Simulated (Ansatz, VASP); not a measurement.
One calculation of Al2O3, two programs

```xyz
10
Lattice="2.3021 1.3291 4.4137 -2.3021 1.3291 4.4137 0.0000 -2.6582 4.4137" Properties=species:S:1:pos:R:3 pbc="T T T"
Al    0.0000    0.0000   11.2820
Al    0.0000    0.0000    8.5798
Al    0.0000    0.0000    1.9592
Al    0.0000    0.0000    4.6614
O    -0.8939   -1.3291    5.5172
O     1.5980   -0.1096    5.5172
O    -0.7041    1.4387    5.5172
O     0.8939    1.3291    7.7240
O    -1.5980    0.1096    7.7240
O     0.7041   -1.4387    7.7240
```

Alike in both runs: task single point; functional PBEsol; k mesh 6 × 6 × 6; occupations gaussian, width 0.05 eV; no spin polarisation.

|  | VASP | Ansatz |
| --- | --- | --- |
| version | VASP 6.6.1 | Ansatz 0.2.0 |
| potentials or method | VASP PAW PBE potentials, release 64 (Al, O), cutoff 520 eV | scalar-relativistic, plane waves, PAW |
| valence electrons in the cell | 48 | 48 |

```tsv
	VASP	Ansatz	Ansatz less VASP
gap on the k mesh at the Fermi level (eV)	6.60	6.59	-0.011
least direct gap on the mesh (eV)	6.60	6.59	-0.011
pressure (GPa)	16.1	15.8	-0.28
traceless stress, the component that is largest in VASP (GPa)	-16.69	-16.62	+0.069
rms of the force components (eV/Å)	0.172	0.172	+0.0007
```

VASP's potentials were made for PBE, not for PBEsol, and Ansatz warns of the same on its side. Atom by atom the forces differ by 0.003 eV/Å (rms over components). With one functional, cell and mesh, what is left measures potentials, basis and numerics.
